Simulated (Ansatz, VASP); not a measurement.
**YIn: VASP beside Ansatz**

```
Y In
1.0
     3.54244    0.00000    0.00000
     0.00000    3.54244    0.00000
     0.00000    0.00000    4.19496
Y In
1 1
Direct
  0.00000 0.00000 0.00000
  0.50000 0.50000 0.50000
```

Alike in both runs: task single point; functional LDA; k mesh 11 × 11 × 9; occupations fermi-dirac, width 0.03 eV; collinear spin.

|  | VASP | Ansatz |
| --- | --- | --- |
| version | VASP 6.6.1 | Ansatz 0.2.0 |
| potentials or method | VASP PAW LDA potentials, release 64 (Y_sv, In_d) | PAW with Ansatz's default frozen-core files, scalar-relativistic |
| plane-wave cutoff (eV) | 520 | 420 |
| valence electrons in the cell | 24 | 24 |

VASP gave:

| Quantity | Value |
| --- | --- |
| pressure (GPa) | -4.2 |
| traceless stress, the component that is largest in VASP (GPa) | -0.11 |
| net moment per atom (μB) | 0.00 |

Task: Which values does Ansatz return?

Result: Pressure (GPa): -4.2; traceless stress, the component that is largest in VASP (GPa): -0.12; net moment per atom (μB): 0.00.

LDA's correlation is that of Perdew and Zunger in VASP and of Perdew and Wang (1992) in Ansatz. Ansatz's warnings: seeded moment not kept.
